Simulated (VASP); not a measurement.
# Si8O15 (a cell with a defect) in VASP: relaxation of the atoms with LDA

Aim: the relaxation of the atoms of Si8O15 (a cell with a defect) with LDA.

Everything below comes from runs of VASP 6.6.1. Logs are shortened: lines on timing, memory, paths and dates and some standing lists are left out, and cuts for length are marked.

**1. The cell of the first run**

The cell holds a defect, 23 atoms: a = 7.880 Å, b = 7.802 Å, c = 7.242 Å, α = 63.95°, β = 62.03°, γ = 57.89°.

**2. Relaxation of the atoms, LDA**

INCAR reads:

```
SYSTEM = Si8O15
PREC = Accurate
ENCUT = 520
EDIFF = 1E-7
ISMEAR = 0
SIGMA = 0.02
LREAL = .False.
LASPH = .True.
NELM = 120
ALGO = Normal
ISIF = 2
LWAVE = .False.
LCHARG = .False.
GGA = CA
IBRION = 2
NSW = 80
EDIFFG = -0.03
GGA_COMPAT = .False.
NELMIN = 4
KPAR = 2
NCORE = 2
```

KPOINTS reads:

```
regular mesh
0
Gamma
  2 2 2
  0 0 0
```

POSCAR reads:

```
Si8O15
1.0
   -0.2578880000      5.2562670000      5.8652090000
    5.1448570000     -0.0755360000      5.8652090000
    4.9010550000      5.3318030000      0.0000000000
Si O
8 15
Direct
    0.0630570000      0.0365774000      0.1750597000
    0.2384752000      0.6081495000      0.2515749000
    0.1813693000      0.9129615000      0.5605477000
    0.3398286000      0.1969331000      0.1490410000
    0.5602831000      0.5417346000      0.6719783000
    0.7369008000      0.1054932000      0.7489882000
    0.6762673000      0.4280984000      0.0546231000
    0.8380918000      0.6974365000      0.6524764000
    0.3240209000      0.6780977000      0.6595470000
    0.2424319000      0.4441526000      0.1631652000
    0.5547756000      0.4398205000      0.9277059000
    0.1973383000      0.1831963000      0.0575097000
    0.3213414000      0.0516688000      0.4092577000
    0.9815122000      0.0288742000      0.7476000000
    0.6770062000      0.3331768000      0.5902143000
    0.5750855000      0.1153644000      0.9965030000
    0.8140542000      0.1843108000      0.1692085000
    0.7506728000      0.9368427000      0.6641987000
    0.6964525000      0.6858613000      0.5570118000
    0.8117158000      0.5568189000      0.9022717000
    0.4788954000      0.5336060000      0.2438729000
    0.1804813000      0.8271878000      0.0886003000
    0.0807311000      0.6135715000      0.4927565000
```

Potentials or basis: VASP PAW LDA potentials, release 64 (Si, O).

Command:

```
$ cat potpaw_LDA.64/Si/POTCAR potpaw_LDA.64/O/POTCAR > POTCAR
$ mpirun -np 4 vasp_std > vasp.out
```

OUTCAR:

```text
SYSTEM = Si8O15
   PREC = Accurate
   ENCUT = 520
   EDIFF = 1E-7
   ISMEAR = 0
   LREAL = .False.
   LASPH = .True.
   NELM = 120
   ISIF = 2
   GGA = CA
   IBRION = 2
   NSW = 80
   EDIFFG = -0.03
   NELMIN = 4

 ion  position               nearest neighbor table
   1  0.063  0.037  0.175-  22 1.63  12 1.66  17 1.68   2 2.75   4 2.94   3 2.95   7 3.10
   2  0.238  0.608  0.252-  22 1.56  23 1.60  21 1.64  10 1.65   1 2.75   7 2.81   8 3.12
   3  0.181  0.913  0.561-   9 1.60  13 1.64  14 1.64   6 2.85   1 2.95   5 3.00   4 3.00
   4  0.340  0.197  0.149-  16 1.58  12 1.61  10 1.69  13 1.70   1 2.94   3 3.00   6 3.10
   5  0.560  0.542  0.672-   9 1.60  15 1.61  19 1.65  11 1.65   6 2.80   7 2.94   8 2.95   3 3.00

   6  0.737  0.105  0.749-  15 1.59  18 1.62  16 1.65  14 1.68   5 2.80   3 2.85   4 3.10
   7  0.676  0.428  0.055-  20 1.56  11 1.56  21 1.61  17 1.66   2 2.81   8 2.92   5 2.94   1 3.10

   8  0.838  0.697  0.652-  19 1.62  20 1.63  23 1.64  18 1.64   7 2.92   5 2.95   2 3.12
   9  0.324  0.678  0.660-   3 1.60   5 1.60
  10  0.242  0.444  0.163-   2 1.65   4 1.69
  11  0.555  0.440  0.928-   7 1.56   5 1.65
  12  0.197  0.183  0.058-   4 1.61   1 1.66
  13  0.321  0.052  0.409-   3 1.64   4 1.70
  14  0.982  0.029  0.748-   3 1.64   6 1.68
  15  0.677  0.333  0.590-   6 1.59   5 1.61
  16  0.575  0.115  0.997-   4 1.58   6 1.65
  17  0.814  0.184  0.169-   7 1.66   1 1.68
  18  0.751  0.937  0.664-   6 1.62   8 1.64
  19  0.696  0.686  0.557-   8 1.62   5 1.65
  20  0.812  0.557  0.902-   7 1.56   8 1.63
  21  0.479  0.534  0.244-   7 1.61   2 1.64
  22  0.180  0.827  0.089-   2 1.56   1 1.63
  23  0.081  0.614  0.493-   2 1.60   8 1.64

  Warning from LATTYP: Got some problem with cell dimensions!
  Tried to take original basis but could not verify dimensions!
  LATTYP: Found a triclinic cell.
 ALAT       =     7.9811923351
 B/A-ratio  =     1.4698805298
 C/A-ratio  =     0.9073996502
 COS(alpha) =     0.0102933026
 COS(beta)  =     0.4781241688
 COS(gamma) =     0.7435053402

  Lattice vectors:

 A1 = (   0.2438020000,  -5.4073390000,   5.8652090000)
 A2 = (  -0.0140860000,  -0.1510720000,  11.7304180000)
 A3 = (  -4.9010550000,  -5.3318030000,   0.0000000000)

Analysis of symmetry for initial positions (statically):
=====================================================================
 Subroutine PRICEL returns:
 Original cell was already a primitive cell.

 Routine SETGRP: Setting up the symmetry group for a
 triclinic supercell.

 Subroutine GETGRP returns: Found  1 space group operations
 (whereof  1 operations were pure point group operations)
 out of a pool of  2 trial point group operations.

The static configuration has the point symmetry C_1 .

Analysis of symmetry for dynamics (positions and initial velocities):
=====================================================================
 Subroutine PRICEL returns:
 Original cell was already a primitive cell.

 Routine SETGRP: Setting up the symmetry group for a
 triclinic supercell.

 Subroutine GETGRP returns: Found  1 space group operations
 (whereof  1 operations were pure point group operations)
 out of a pool of  2 trial point group operations.

The dynamic configuration has the point symmetry C_1 .

 Subroutine INISYM returns: Found  1 space group operations
 (whereof  1 operations are pure point group operations),
 and found     1 'primitive' translations

----------------------------------------------------------------------------------------

                                     Primitive cell

  volume of cell :     322.2219

  direct lattice vectors                    reciprocal lattice vectors
    -0.257888000  5.256267000  5.865209000    -0.097051573  0.089210929  0.086280830
     5.144857000 -0.075536000  5.865209000     0.097051573 -0.089210929  0.084216078
     4.901055000  5.331803000  0.000000000     0.097051573  0.098342887 -0.083865390

  length of vectors
     7.880071422  7.802303240  7.242131133     0.157549927  0.156428723  0.161628385

  position of ions in fractional coordinates (direct lattice)
     0.063057000  0.036577400  0.175059700
     0.238475200  0.608149500  0.251574900
     0.181369300  0.912961500  0.560547700
     0.339828600  0.196933100  0.149041000
     0.560283100  0.541734600  0.671978300
     0.736900800  0.105493200  0.748988200
[... 15 lines left out ...]
     0.180481300  0.827187800  0.088600300
     0.080731100  0.613571500  0.492756500

  ion indices of the primitive-cell ions
   primitive index   ion index
                 1           1
                 2           2
                 3           3
                 4           4
                 5           5
                 6           6
[... 15 lines left out ...]
                22          22
                23          23

----------------------------------------------------------------------------------------

 KPOINTS: regular mesh

Automatic generation of k-mesh.
 Grid dimensions read from file:
 generate k-points for:    2    2    2

 Generating k-lattice:

  Cartesian coordinates                     Fractional coordinates (reciprocal lattice)
    -0.048525787  0.044605464  0.043140415     0.500000000  0.000000000  0.000000000
     0.048525787 -0.044605464  0.042108039     0.000000000  0.500000000  0.000000000
     0.048525787  0.049171444 -0.041932695     0.000000000  0.000000000  0.500000000

  Length of vectors
     0.078774963  0.078214362  0.080814193

  Shift w.r.t. Gamma in fractional coordinates (k-lattice)
     0.000000000  0.000000000  0.000000000

 Subroutine IBZKPT returns following result:
 ===========================================

 Found      8 irreducible k-points:

 Following reciprocal coordinates:
            Coordinates               Weight
  0.000000  0.000000  0.000000      1.000000
  0.500000  0.000000 -0.000000      1.000000
 -0.000000  0.500000 -0.000000      1.000000
  0.500000  0.500000  0.000000      1.000000
  0.000000  0.000000  0.500000      1.000000
  0.500000 -0.000000  0.500000      1.000000
 -0.000000  0.500000  0.500000      1.000000
  0.500000  0.500000  0.500000      1.000000
   k-points           NKPTS =      8   k-points in BZ     NKDIM =      8   number of bands    NBANDS=     73
   number of dos      NEDOS =    301   number of ions     NIONS =     23
   total plane-waves  NPLWV = 194400
   dimension x,y,z NGX =    60 NGY =   60 NGZ =   54
   dimension x,y,z NGXF=   120 NGYF=  120 NGZF=  108
   ions per type =               8  15
   NGX,Y,Z   is equivalent  to a cutoff of  12.66, 12.78, 12.40 a.u.
   NGXF,Y,Z  is equivalent  to a cutoff of  25.32, 25.57, 24.79 a.u.
 SYSTEM =  Si8O15
   PREC   = accura    normal or accurate (medium, high low for compatibility)
   ISTART =      0    job   : 0-new  1-cont  2-samecut
   ICHARG =      2    charge: 1-file 2-atom 10-const
   ISPIN  =      1    spin polarized calculation?
   LNONCOLLINEAR =      F non collinear calculations
   LSORBIT =      F    spin-orbit coupling
   LASPH  =      T    aspherical Exc in radial PAW
   ENCUT  =  520.0 eV  38.22 Ry    6.18 a.u.  14.65 14.51 13.47*2*pi/ulx,y,z
   NELM   =    120;   NELMIN=  4; NELMDL= -5     # of ELM steps
   EDIFF  = 0.1E-06   stopping-criterion for ELM
   LREAL  =      F    real-space projection
   EDIFFG = -.3E-01   stopping-criterion for IOM
   NSW    =     80    number of steps for IOM
   IBRION =      2    ionic relax: 0-MD 1-quasi-New 2-CG
   NFREE  =      1    steps in history (QN), initial steepest desc. (CG)
   ISIF   =      2    stress and relaxation
   ISYM   =      2    0-nonsym 1-usesym 2-fastsym
   POTIM  = 0.5000    time-step for ionic-motion
   TEBEG  =    0.0;   TEEND  =   0.0 temperature during run
   PSTRESS=    0.0 pullay stress
   NELECT =     122.0000    total number of electrons
   NUPDOWN=      -1.0000    fix difference up-down
   EMIN   =  10.00;   EMAX   =-10.00  energy-range for DOS
   EFERMI =   0.00;   METHOD = LEGACY
   ISMEAR =     0;   SIGMA  =   0.02  broadening in eV -4-tet -1-fermi 0-gaus
   EFERMI_NEDOS =   21; number of points for ismear=-14 and -15
   IALGO  =     38    algorithm
   IMIX   =      4    mixing-type and parameters
     AMIX     =   0.40;   BMIX     =  1.00
     AMIX_MAG =   1.60;   BMIX_MAG =  1.00
  volume/ion in A,a.u.               =      14.01        94.54
  Fermi-wavevector in a.u.,A,eV,Ry     =   1.184340  2.238078 19.084368  1.402662
  Thomas-Fermi vector in A             =   2.320556
   LORBIT       =      0    0 simple, 1 ext, 2 COOP (PROOUT), +10 PAW based schemes
   GGA     = CA    functional components
   LHFCALC =     F    Hartree Fock is set to
   AEXX    =    0.0000 exact exchange contribution
   IVDW    =     0    specifies the selected vdW correction
   LEPSILON=     F    determine dielectric tensor
   LRPA    =     F    only Hartree local field effects (RPA)
 conjugate gradient relaxation of ions
 non-spin polarized calculation
 Gauss-broadening in eV      SIGMA  =   0.02
  energy-cutoff  :      520.00
  volume of cell :      322.22
 maximum number of plane-waves:      8688
 NGX is ok and might be reduce to    60
   NGX = 29   NGY = 29   NGZ = 27

--------------------------------------- Ionic step        1  -------------------------------------------

 number of electron     122.0000005 magnetization

 Free energy of the ion-electron system (eV)
  ---------------------------------------------------
  ext. energy  EPLUGINS =         0.00000000
  ---------------------------------------------------
  free energy    TOTEN  =      -192.08443856 eV

  energy without entropy =     -192.08443856  energy(sigma->0) =     -192.08443856

------------------------ aborting loop because EDIFF is reached ----------------------------------------

  FORCE on cell =-STRESS in cart. coord.  units (eV):
  Direction    XX          YY          ZZ          XY          YZ          ZX
  --------------------------------------------------------------------------------------
  -------------------------------------------------------------------------------------
  Total       -6.6169504     -3.9325895      6.1867922     -1.4924649      0.0548602      0.5086062
  in kB      -32.9013302    -19.5539361     30.7624629     -7.4209536      0.2727805      2.5289326
  external PRESSURE =      -7.2309345 kB  Pullay stress =       0.0000000 kB
[... 152 lines left out ...]
  FREE ENERGIE OF THE ION-ELECTRON SYSTEM (eV)
  ---------------------------------------------------
  free  energy   TOTEN  =      -193.0485768290 eV

  energy  without entropy=     -193.0485768290  energy(sigma->0) =     -193.04857683

[... ionic steps 4 to 39 ...]

--------------------------------------- Ionic step       40  -------------------------------------------

 number of electron     122.0000001 magnetization

------------------------ aborting loop because EDIFF is reached ----------------------------------------
[... 109 lines left out ...]
--------------------------------------- Ionic step       42  -------------------------------------------

 number of electron     122.0000001 magnetization

 Free energy of the ion-electron system (eV)
  ---------------------------------------------------
  ext. energy  EPLUGINS =         0.00000000
  ---------------------------------------------------
  free energy    TOTEN  =      -194.19179087 eV

  energy without entropy =     -194.19179087  energy(sigma->0) =     -194.19179087

 E-fermi :   1.2877     XC(G=0):  -9.1459

 val. band max:        1.1591798601   @ k =   0.0000   0.0000   0.5000
 cond. band min:       5.7924845966   @ k =   0.5000   0.0000  -0.0000
 fundamental gap:      4.6333047365
 Fermi energy:         1.2877292491

 k-point     1 :       0.0000    0.0000    0.0000
  band No.  band energies     occupation
      1     -19.1464      2.00000
      2     -18.3200      2.00000
      3     -18.2819      2.00000
      4     -17.9602      2.00000
      5     -17.7471      2.00000
      6     -17.6065      2.00000
[... 647 lines left out ...]
  FREE ENERGIE OF THE ION-ELECTRON SYSTEM (eV)
  ---------------------------------------------------
  free  energy   TOTEN  =      -194.1917908745 eV

  energy  without entropy=     -194.1917908745  energy(sigma->0) =     -194.19179087

 reached required accuracy - stopping structural energy minimisation
```

Wall time 74 min (4 MPI ranks of AMD EPYC, shared host); peak memory 0.26 GiB.

Results:

```
Free energy                  : -194.1918 eV
Energy gained by relaxing    : 91.6 meV/atom
Ionic steps                  : 42
Pressure after relaxing      : -1.5 GPa
Largest force after relaxing : 0.029 eV/Å
Band gap on the k mesh       : 4.63 eV
```

Forces in eV/Å, atoms in the order of the input:
```
Si   0.016  0.001  0.004
Si  -0.001  0.002 -0.003
Si  -0.025 -0.009 -0.008
Si  -0.012  0.001 -0.001
Si   0.002  0.020  0.016
Si   0.004  0.007 -0.017
Si   0.015  0.016 -0.005
Si   0.002  0.001 -0.016
O    0.009 -0.015  0.001
O   -0.015  0.019  0.011
O   -0.007 -0.003 -0.001
O    0.000  0.000 -0.012
O    0.010  0.005  0.000
O    0.008  0.010  0.011
O   -0.017  0.000  0.002
O    0.012 -0.026  0.006
O    0.016  0.005 -0.001
O   -0.005 -0.004 -0.002
O    0.007 -0.011 -0.004
O   -0.009  0.006  0.003
O   -0.003 -0.016  0.020
O    0.006 -0.010 -0.001
O   -0.015  0.002 -0.004
```

The path:
| step | energy change (eV) | largest force (eV/Å) | pressure (GPa) |
| --- | --- | --- | --- |
| 1 | 0.0000 | 4.0284 | -0.72 |
| 3 | -0.9641 | 2.1374 | -2.04 |
| 5 | -1.4819 | 1.6067 | -2.81 |
| 7 | -1.7670 | 0.9178 | -2.93 |
| 9 | -1.8705 | 0.6620 | -2.26 |
| 11 | -1.9524 | 0.7097 | -1.46 |
| 13 | -2.0035 | 0.4874 | -1.14 |
| 15 | -2.0283 | 0.3855 | -1.12 |
| 17 | -2.0613 | 0.4122 | -1.17 |
| 19 | -2.0768 | 0.2475 | -1.33 |
| 21 | -2.0832 | 0.2044 | -1.51 |
| 23 | -2.0910 | 0.1906 | -1.69 |
| 25 | -2.0977 | 0.1769 | -1.68 |
| 27 | -2.1005 | 0.0996 | -1.61 |
| 29 | -2.1022 | 0.0932 | -1.52 |
| 31 | -2.1039 | 0.0854 | -1.40 |
| 33 | -2.1051 | 0.0915 | -1.37 |
| 35 | -2.1060 | 0.0595 | -1.43 |
| 37 | -2.1065 | 0.0609 | -1.48 |
| 39 | -2.1069 | 0.0580 | -1.53 |
| 41 | -2.1071 | 0.0484 | -1.52 |
| 42 | -2.1074 | 0.0290 | -1.51 |

Final structure:
```xyz
23
Lattice="-0.2579 5.2563 5.8652 5.1449 -0.0755 5.8652 4.9011 5.3318 0.0000" Properties=species:S:1:pos:R:3 pbc="T T T"
Si    1.2171    1.4422    0.6070
Si    4.3114    2.6142    4.8654
Si    7.2895    3.6654    6.4843
Si    1.6818    2.5805    3.1846
Si    5.8980    6.4547    6.5047
Si    3.9607    7.8168    4.8619
Si    2.3555    3.9082    6.5223
Si    6.5759    7.8329    8.9937
O     6.5980    5.0837    6.0317
O     3.0732    2.1582    3.9240
O     6.6038    7.8371    6.0229
O     1.2070    1.3454    2.2400
O     2.1320    3.8326    2.2511
O     3.3836    9.0048    5.8165
O     4.4341    6.5766    5.8099
O     5.2094    8.3244    3.9615
O     1.6411    5.2699    6.0323
O     7.8249    7.2495    9.8488
O     5.9424    6.6166    8.1181
O     7.1823    9.0749    8.1337
O     3.8348    3.8234    5.8527
O     4.8749    1.3870    5.7804
O     5.6045    3.1366    4.0241
```

Levels at points of the mesh, in eV from the valence-band top:
```csv
k point,band 59,band 60,band 61,band 62,band 63,band 64
"(0.00, 0.00, 0.00)",-1.15,-1.12,-0.29,4.82,5.06,6.33
"(0.50, 0.00, 0.00)",-1.18,-1.06,-0.14,4.63,5.80,6.27
"(0.00, 0.50, 0.00)",-1.17,-1.05,-0.15,4.64,5.78,6.28
"(0.50, 0.50, 0.00)",-1.11,-1.04,-0.13,5.09,5.64,6.12
"(0.00, 0.00, 0.50)",-1.19,-1.08,0.00,4.85,5.52,6.11
"(0.50, 0.00, 0.50)",-1.20,-1.18,-0.04,4.89,5.86,6.32
"(0.00, 0.50, 0.50)",-1.10,-0.92,-0.01,4.92,5.97,6.17
"(0.50, 0.50, 0.50)",-1.20,-1.09,0.00,4.85,5.54,6.12
```

Caveat: the k points lie up to 0.51 Å⁻¹ apart.
